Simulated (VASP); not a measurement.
# HgTe (F-43m) in VASP: settings compared

HgTe is run at these levels: revPBE, BLYP, r2SCAN+rVV10; tasks: single point.

All numbers are computed with VASP 6.6.1; they aren't measurements. Logs are shortened: lines on timing, memory, paths and dates and some standing lists are left out, and cuts for length are marked.

## Step 1: The cell of the first run

The structure is cubic, space group F-43m (No. 216). Conventional cell: a = 6.819 Å, b = 6.819 Å, c = 6.819 Å, α = 90.00°, β = 90.00°, γ = 90.00°. Within 3.9 Å of Hg (site symmetry -43m) lie 4 Te at 2.95 Å. Within 3.9 Å of Te (site symmetry -43m) lie 4 Hg at 2.95 Å.

## Step 2: Single point, revPBE (volume scaled by 1.04)

INCAR reads:

```
SYSTEM = HgTe
PREC = Accurate
ENCUT = 520
EDIFF = 1E-7
ISMEAR = 0
SIGMA = 0.05
LREAL = .FALSE.
LASPH = .TRUE.
NELM = 60
ALGO = Normal
ISIF = 2
LWAVE = .FALSE.
LCHARG = .FALSE.
GGA = RE
NBANDS = 16
```

KPOINTS reads:

```
regular mesh
0
G
  6 6 6
  0 0 0
```

POSCAR reads:

```
HgTe
1.0
    0.0000000000      3.4095164801      3.4095164801
    3.4095164801      0.0000000000      3.4095164801
    3.4095164801      3.4095164801      0.0000000000
Hg Te
1 1
Direct
    0.0000000000      0.0000000000      0.0000000000
    0.2500000000      0.2500000000      0.2500000000
```

Potentials or basis: VASP PAW PBE potentials, release 64 (Hg, Te).

Launch:

```
> cat potpaw_PBE.64/Hg/POTCAR potpaw_PBE.64/Te/POTCAR > POTCAR
> mpirun -np 1 vasp_std > vasp.out
```

OUTCAR:

```text
SYSTEM = HgTe
   PREC = Accurate
   ENCUT = 520
   EDIFF = 1E-7
   ISMEAR = 0
   LREAL = .FALSE.
   LASPH = .TRUE.
   NELM = 60
   ISIF = 2
   GGA = RE

 ion  position               nearest neighbor table
   1  0.000  0.000  0.000-   2 2.95   2 2.95   2 2.95   2 2.95
   2  0.250  0.250  0.250-   1 2.95   1 2.95   1 2.95   1 2.95

  LATTYP: Found a face centered cubic cell.
 ALAT       =     6.8190329602

  Lattice vectors:

 A1 = (   0.0000000000,   3.4095164801,   3.4095164801)
 A2 = (   3.4095164801,   0.0000000000,   3.4095164801)
 A3 = (   3.4095164801,   3.4095164801,   0.0000000000)

Analysis of symmetry for initial positions (statically):
=====================================================================
 Subroutine PRICEL returns:
 Original cell was already a primitive cell.

 Routine SETGRP: Setting up the symmetry group for a
 face centered cubic supercell.

 Subroutine GETGRP returns: Found 24 space group operations
 (whereof 24 operations were pure point group operations)
 out of a pool of 48 trial point group operations.

The static configuration has the point symmetry T_d .

Analysis of symmetry for dynamics (positions and initial velocities):
=====================================================================
 Subroutine PRICEL returns:
 Original cell was already a primitive cell.

 Routine SETGRP: Setting up the symmetry group for a
 face centered cubic supercell.

 Subroutine GETGRP returns: Found 24 space group operations
 (whereof 24 operations were pure point group operations)
 out of a pool of 48 trial point group operations.

The dynamic configuration has the point symmetry T_d .

 Subroutine INISYM returns: Found 24 space group operations
 (whereof 24 operations are pure point group operations),
 and found     1 'primitive' translations

----------------------------------------------------------------------------------------

                                     Primitive cell

  volume of cell :      79.2699

  direct lattice vectors                    reciprocal lattice vectors
     0.000000000  3.409516480  3.409516480    -0.146648360  0.146648360  0.146648360
     3.409516480  0.000000000  3.409516480     0.146648360 -0.146648360  0.146648360
     3.409516480  3.409516480  0.000000000     0.146648360  0.146648360 -0.146648360

  length of vectors
     4.821784447  4.821784447  4.821784447     0.254002410  0.254002410  0.254002410

  position of ions in fractional coordinates (direct lattice)
     0.000000000  0.000000000  0.000000000
     0.250000000  0.250000000  0.250000000

  ion indices of the primitive-cell ions
   primitive index   ion index
                 1           1
                 2           2

----------------------------------------------------------------------------------------

 KPOINTS: regular mesh

Automatic generation of k-mesh.
 Grid dimensions read from file:
 generate k-points for:    6    6    6

 Generating k-lattice:

  Cartesian coordinates                     Fractional coordinates (reciprocal lattice)
    -0.024441393  0.024441393  0.024441393     0.166666667  0.000000000  0.000000000
     0.024441393 -0.024441393  0.024441393     0.000000000  0.166666667  0.000000000
     0.024441393  0.024441393 -0.024441393     0.000000000  0.000000000  0.166666667

  Length of vectors
     0.042333735  0.042333735  0.042333735

  Shift w.r.t. Gamma in fractional coordinates (k-lattice)
     0.000000000  0.000000000  0.000000000

 Subroutine IBZKPT returns following result:
 ===========================================

 Found     16 irreducible k-points:

 Following reciprocal coordinates:
            Coordinates               Weight
  0.000000  0.000000  0.000000      1.000000
  0.166667  0.000000  0.000000      8.000000
  0.333333  0.000000  0.000000      8.000000
  0.500000  0.000000  0.000000      4.000000
  0.166667  0.166667  0.000000      6.000000
  0.333333  0.166667  0.000000     24.000000
[... 8 lines left out ...]
 -0.333333  0.333333  0.166667     24.000000
 -0.333333  0.500000  0.166667     12.000000
   k-points           NKPTS =     16   k-points in BZ     NKDIM =     16   number of bands    NBANDS=     16
   number of dos      NEDOS =    301   number of ions     NIONS =      2
   total plane-waves  NPLWV =  46656
   dimension x,y,z NGX =    36 NGY =   36 NGZ =   36
   dimension x,y,z NGXF=    72 NGYF=   72 NGZF=   72
   ions per type =               1   1
   NGX,Y,Z   is equivalent  to a cutoff of  12.41, 12.41, 12.41 a.u.
   NGXF,Y,Z  is equivalent  to a cutoff of  24.82, 24.82, 24.82 a.u.
 SYSTEM =  HgTe
   PREC   = accura    normal or accurate (medium, high low for compatibility)
   ISTART =      0    job   : 0-new  1-cont  2-samecut
   ICHARG =      2    charge: 1-file 2-atom 10-const
   ISPIN  =      1    spin polarized calculation?
   LNONCOLLINEAR =      F non collinear calculations
   LSORBIT =      F    spin-orbit coupling
   LASPH  =      T    aspherical Exc in radial PAW
   ENCUT  =  520.0 eV  38.22 Ry    6.18 a.u.   8.97  8.97  8.97*2*pi/ulx,y,z
   NELM   =     60;   NELMIN=  2; NELMDL= -5     # of ELM steps
   EDIFF  = 0.1E-06   stopping-criterion for ELM
   LREAL  =      F    real-space projection
   EDIFFG = 0.1E-05   stopping-criterion for IOM
   NSW    =      0    number of steps for IOM
   IBRION =     -1    ionic relax: 0-MD 1-quasi-New 2-CG
   NFREE  =      0    steps in history (QN), initial steepest desc. (CG)
   ISIF   =      2    stress and relaxation
   ISYM   =      2    0-nonsym 1-usesym 2-fastsym
   POTIM  = 0.5000    time-step for ionic-motion
   TEBEG  =    0.0;   TEEND  =   0.0 temperature during run
   PSTRESS=    0.0 pullay stress
   NELECT =      18.0000    total number of electrons
   NUPDOWN=      -1.0000    fix difference up-down
   EMIN   =  10.00;   EMAX   =-10.00  energy-range for DOS
   EFERMI =   0.00;   METHOD = LEGACY
   ISMEAR =     0;   SIGMA  =   0.05  broadening in eV -4-tet -1-fermi 0-gaus
   EFERMI_NEDOS =   21; number of points for ismear=-14 and -15
   IALGO  =     38    algorithm
   IMIX   =      4    mixing-type and parameters
     AMIX     =   0.40;   BMIX     =  1.00
     AMIX_MAG =   1.60;   BMIX_MAG =  1.00
  volume/ion in A,a.u.               =      39.63       267.47
  Fermi-wavevector in a.u.,A,eV,Ry     =   0.998764  1.887390 13.572213  0.997529
  Thomas-Fermi vector in A             =   2.131009
   LORBIT       =      0    0 simple, 1 ext, 2 COOP (PROOUT), +10 PAW based schemes
   GGA     = RE    functional components
   LHFCALC =     F    Hartree Fock is set to
   AEXX    =    0.0000 exact exchange contribution
   IVDW    =     0    specifies the selected vdW correction
   LEPSILON=     F    determine dielectric tensor
   LRPA    =     F    only Hartree local field effects (RPA)
 non-spin polarized calculation
 Gauss-broadening in eV      SIGMA  =   0.05
  energy-cutoff  :      520.00
  volume of cell :       79.27
 maximum number of plane-waves:      2158
   NGX = 17   NGY = 17   NGZ = 17

 number of electron      18.0000003 magnetization

 Free energy of the ion-electron system (eV)
  ---------------------------------------------------
  ext. energy  EPLUGINS =         0.00000000
  ---------------------------------------------------
  free energy    TOTEN  =        -3.01872241 eV

  energy without entropy =       -3.01836532  energy(sigma->0) =       -3.01854387

 E-fermi :   1.6604     XC(G=0):  -7.8317

 val. band max:        1.6451301163   @ k =   0.0000   0.0000   0.0000
 cond. band min:       2.3112470733   @ k =   0.1667   0.0000   0.0000
 fundamental gap:      0.6661169570
 Fermi energy:         1.6603586228

 k-point     1 :       0.0000    0.0000    0.0000
  band No.  band energies     occupation
      1      -9.3056      2.00000
      2      -4.9150      2.00000
      3      -4.9150      2.00000
      4      -4.9150      2.00000
      5      -4.5617      2.00000
      6      -4.5617      2.00000
[... 8 lines left out ...]
     15      10.9768      0.00000
     16      10.9768      0.00000

 k-point     2 :       0.1667    0.0000    0.0000
  band No.  band energies     occupation
      1      -9.2138      2.00000
      2      -4.8907      2.00000
      3      -4.8907      2.00000
      4      -4.8566      2.00000
      5      -4.5628      2.00000
      6      -4.5628      2.00000
[... 8 lines left out ...]
     15      10.2635      0.00000
     16      10.2635      0.00000

 k-point     3 :       0.3333    0.0000    0.0000
  band No.  band energies     occupation
      1      -9.0199      2.00000
      2      -4.8480      2.00000
      3      -4.8480      2.00000
      4      -4.6236      2.00000
      5      -4.5565      2.00000
      6      -4.5565      2.00000
[... 8 lines left out ...]
     15      10.4977      0.00000
     16      10.4977      0.00000

 k-point     4 :       0.5000    0.0000    0.0000
  band No.  band energies     occupation
      1      -8.9175      2.00000
      2      -4.8310      2.00000
      3      -4.8310      2.00000
      4      -4.5477      2.00000
      5      -4.5477      2.00000
      6      -4.3496      2.00000
[... 8 lines left out ...]
     15      11.5158      0.00000
     16      11.5158      0.00000
[... 172 lines left out ...]
 k-point    14 :       0.5000    0.3333    0.1667
  band No.  band energies     occupation
      1      -8.8873      2.00000
      2      -4.7915      2.00000
      3      -4.7775      2.00000
      4      -4.6345      2.00000
      5      -4.5441      2.00000
      6      -4.4263      2.00000
[... 8 lines left out ...]
     15      11.5754      0.00000
     16      12.2944      0.00000

 k-point    15 :      -0.3333    0.3333    0.1667
  band No.  band energies     occupation
      1      -8.8184      2.00000
      2      -4.7751      2.00000
      3      -4.7592      2.00000
      4      -4.5891      2.00000
      5      -4.5610      2.00000
      6      -4.2397      2.00000
[... 8 lines left out ...]
     15      11.7444      0.00000
     16      12.1828      0.00000

 k-point    16 :      -0.3333    0.5000    0.1667
  band No.  band energies     occupation
      1      -8.7841      2.00000
      2      -4.7493      2.00000
      3      -4.7279      2.00000
      4      -4.6297      2.00000
      5      -4.5462      2.00000
      6      -4.1915      2.00000
[... 8 lines left out ...]
     15      12.0916      0.00000
     16      12.3213      0.00000

------------------------ aborting loop because EDIFF is reached ----------------------------------------

  FORCE on cell =-STRESS in cart. coord.  units (eV):
  Direction    XX          YY          ZZ          XY          YZ          ZX
  --------------------------------------------------------------------------------------
  -------------------------------------------------------------------------------------
  Total       -0.5086023     -0.5086023     -0.5086023      0.0000000      0.0000000      0.0000000
  in kB      -10.2797017    -10.2797017    -10.2797017      0.0000000      0.0000000      0.0000000
  external PRESSURE =     -10.2797017 kB  Pullay stress =       0.0000000 kB

 VOLUME and BASIS-vectors are now :
 -----------------------------------------------------------------------------
  energy-cutoff  :      520.00
  volume of cell :       79.27
      direct lattice vectors                 reciprocal lattice vectors
     0.000000000  3.409516480  3.409516480    -0.146648360  0.146648360  0.146648360
     3.409516480  0.000000000  3.409516480     0.146648360 -0.146648360  0.146648360
     3.409516480  3.409516480  0.000000000     0.146648360  0.146648360 -0.146648360

 POSITION                                       TOTAL-FORCE (eV/Angst)
 -----------------------------------------------------------------------------------
      0.00000      0.00000      0.00000        -0.000000     -0.000000     -0.000000
      1.70476      1.70476      1.70476         0.000000      0.000000      0.000000
 -----------------------------------------------------------------------------------
    total drift:                               -0.000000     -0.000000     -0.000000

  FREE ENERGIE OF THE ION-ELECTRON SYSTEM (eV)
  ---------------------------------------------------
  free  energy   TOTEN  =        -3.0187224129 eV

  energy  without entropy=       -3.0183653242  energy(sigma->0) =       -3.01854387
```

It took 53 s on 1 thread of AMD EPYC 7R13, shared host; peak memory 0.18 GiB.

Results:

```yaml
Free_energy: -3.0187 eV
Pressure: -1.0 GPa
Band_gap_on_the_k_mesh: zero (filled and empty bands touch)
```

Caveat: the cell differs from its parent crystal (volume scaled by 1.04); the PAW data sets were made with another functional, which shifts forces and pressure a little; spin-orbit coupling is left out, which moves the levels of the heavy elements.

## Step 3: Single point, BLYP

This run uses another cell than the first one, of 39.94 Å³/atom, 1.008 times its volume.

INCAR reads:

```
AGGAC = 1.0
AGGAX = 1.0
ALDAC = 0.0
ALDAX = 1.0
ALGO = Normal
EDIFF = 1E-7
ENCUT = 520
GGA = B5
ISIF = 2
ISMEAR = 0
LASPH = True
LCHARG = False
LREAL = False
LWAVE = False
NBANDS = 16
NELM = 80
PREC = Accurate
SIGMA = 0.05
```

KPOINTS reads:

```
k-points
0
Gamma
  6 6 6
```

POSCAR reads:

```
HgTe
1.0
    0.0000000000      3.4181188512      3.4181188512
    3.4181188512      0.0000000000      3.4181188512
    3.4181188512      3.4181188512      0.0000000000
Hg Te
1 1
Direct
    0.0000000000      0.0000000000      0.0000000000
    0.2500000000      0.2500000000      0.2500000000
```

Potentials or basis: VASP PAW PBE potentials, release 64 (Hg, Te).

Launch:

```
> cat potpaw_PBE.64/Hg/POTCAR potpaw_PBE.64/Te/POTCAR > POTCAR
> mpirun -np 1 vasp_std > vasp.out
```

It took 77 s on 1 thread of AMD EPYC 7R13, shared host; peak memory 0.18 GiB.

Results (log left out):

```yaml
Free_energy: -2.7036 eV
Pressure: 0.2 GPa
Band_gap_on_the_k_mesh: zero (filled and empty bands touch)
```

Levels at points of the mesh, in eV from the Fermi level:
```csv
k point,band 6,band 7,band 8,band 9,band 10,band 11,band 12,band 13
"(0.00, 0.00, 0.00)",-6.22,-1.19,-0.02,-0.02,-0.02,4.47,4.47,4.47
"(0.50, 0.00, 0.00)",-6.02,-4.52,-0.71,-0.71,0.64,5.15,5.15,6.59
"(0.50, 0.50, 0.00)",-5.93,-4.61,-1.64,-1.64,1.84,2.92,7.72,8.10
```

Caveat: the PAW data sets were made with another functional, which shifts forces and pressure a little; spin-orbit coupling is left out, which moves the levels of the heavy elements.

## Step 4: Single point, BLYP (volume scaled by 1.02)

INCAR reads:

```
SYSTEM = HgTe
PREC = Accurate
ENCUT = 520
EDIFF = 1E-6
ISMEAR = 0
SIGMA = 0.05
LREAL = .False.
LASPH = .True.
NELM = 60
ALGO = Normal
ISIF = 2
LWAVE = .False.
LCHARG = .True.
GGA = B5
ALDAX = 1.0
AGGAX = 1.0
AGGAC = 1.0
ALDAC = 0.0
LELF = .True.
LVHAR = .True.
NBANDS = 16
```

KPOINTS reads:

```
Automatic mesh
0
Gamma
  6 6 6
  0 0 0
```

POSCAR reads:

```
HgTe
1.0
    0.0000000000      3.4407560596      3.4407560596
    3.4407560596      0.0000000000      3.4407560596
    3.4407560596      3.4407560596      0.0000000000
Hg Te
1 1
Direct
    0.0000000000      0.0000000000      0.0000000000
    0.2500000000      0.2500000000      0.2500000000
```

Potentials or basis: VASP PAW PBE potentials, release 64 (Hg, Te).

Launch:

```
> cat potpaw_PBE.64/Hg/POTCAR potpaw_PBE.64/Te/POTCAR > POTCAR
> mpirun -np 1 vasp_std > vasp.out
```

OUTCAR:

```text
SYSTEM = HgTe
   PREC = Accurate
   ENCUT = 520
   EDIFF = 1E-6
   ISMEAR = 0
   LREAL = .False.
   LASPH = .True.
   NELM = 60
   ISIF = 2
   GGA = B5

 ion  position               nearest neighbor table
   1  0.000  0.000  0.000-   2 2.98   2 2.98   2 2.98   2 2.98
   2  0.250  0.250  0.250-   1 2.98   1 2.98   1 2.98   1 2.98

  LATTYP: Found a face centered cubic cell.
 ALAT       =     6.8815121192

  Lattice vectors:

 A1 = (   0.0000000000,   3.4407560596,   3.4407560596)
[... 478 lines left out ...]

------------------------ aborting loop because EDIFF is reached ----------------------------------------

  FORCE on cell =-STRESS in cart. coord.  units (eV):
  Direction    XX          YY          ZZ          XY          YZ          ZX
  --------------------------------------------------------------------------------------
  -------------------------------------------------------------------------------------
  Total       -0.1780015     -0.1780015     -0.1780015      0.0000000      0.0000000      0.0000000
  in kB       -3.5006013     -3.5006013     -3.5006013      0.0000000      0.0000000      0.0000000
  external PRESSURE =      -3.5006013 kB  Pullay stress =       0.0000000 kB

 VOLUME and BASIS-vectors are now :
 -----------------------------------------------------------------------------
  energy-cutoff  :      520.00
  volume of cell :       81.47
      direct lattice vectors                 reciprocal lattice vectors
     0.000000000  3.440756060  3.440756060    -0.145316899  0.145316899  0.145316899
     3.440756060  0.000000000  3.440756060     0.145316899 -0.145316899  0.145316899
     3.440756060  3.440756060  0.000000000     0.145316899  0.145316899 -0.145316899

 POSITION                                       TOTAL-FORCE (eV/Angst)
 -----------------------------------------------------------------------------------
      0.00000      0.00000      0.00000         0.000000      0.000000      0.000000
      1.72038      1.72038      1.72038        -0.000000     -0.000000     -0.000000
 -----------------------------------------------------------------------------------
    total drift:                                0.000000      0.000000      0.000000

  FREE ENERGIE OF THE ION-ELECTRON SYSTEM (eV)
  ---------------------------------------------------
  free  energy   TOTEN  =        -2.7029345365 eV

  energy  without entropy=       -2.7025774477  energy(sigma->0) =       -2.70275599
```

OSZICAR:

```text
N       E                     dE             d eps       ncg     rms          rms(c)
DAV:   1     0.105625589225E+03    0.10563E+03   -0.77297E+03   512   0.943E+02
DAV:   2     0.114286967059E+01   -0.10448E+03   -0.97262E+02   576   0.219E+02
DAV:   3    -0.293218473767E+01   -0.40751E+01   -0.40585E+01   648   0.457E+01
DAV:   4    -0.297442741593E+01   -0.42243E-01   -0.42236E-01   768   0.410E+00
DAV:   5    -0.297456399299E+01   -0.13658E-03   -0.13658E-03   640   0.226E-01    0.458E+00
DAV:   6    -0.270621661237E+01    0.26835E+00   -0.57189E-01   600   0.911E+00    0.385E+00
DAV:   7    -0.270331810294E+01    0.28985E-02   -0.90796E-02   576   0.192E+00    0.176E+00
DAV:   8    -0.270290779687E+01    0.41031E-03   -0.61521E-03   624   0.835E-01    0.467E-01
DAV:   9    -0.270289497229E+01    0.12825E-04   -0.77924E-04   632   0.269E-01    0.537E-02
DAV:  10    -0.270292393097E+01   -0.28959E-04   -0.88959E-05   584   0.818E-02    0.439E-02
DAV:  11    -0.270293437042E+01   -0.10439E-04   -0.15452E-05   568   0.280E-02    0.886E-03
DAV:  12    -0.270293453650E+01   -0.16608E-06   -0.18724E-06   600   0.950E-03
   1 F= -.27029345E+01 E0= -.27027560E+01  d E =-.357089E-03
```

Wall time 80 s (1 thread of AMD EPYC 7R13, shared host); peak memory 0.18 GiB.

Results:

| Quantity | Value |
| --- | --- |
| Free energy | -2.7029 eV |
| Pressure | -0.4 GPa |
| Band gap on the k mesh | zero (filled and empty bands touch) |

Caveat: the cell differs from its parent crystal (volume scaled by 1.02); the PAW data sets were made with another functional, which shifts forces and pressure a little; spin-orbit coupling is left out, which moves the levels of the heavy elements.

[end of part 1 of 2]
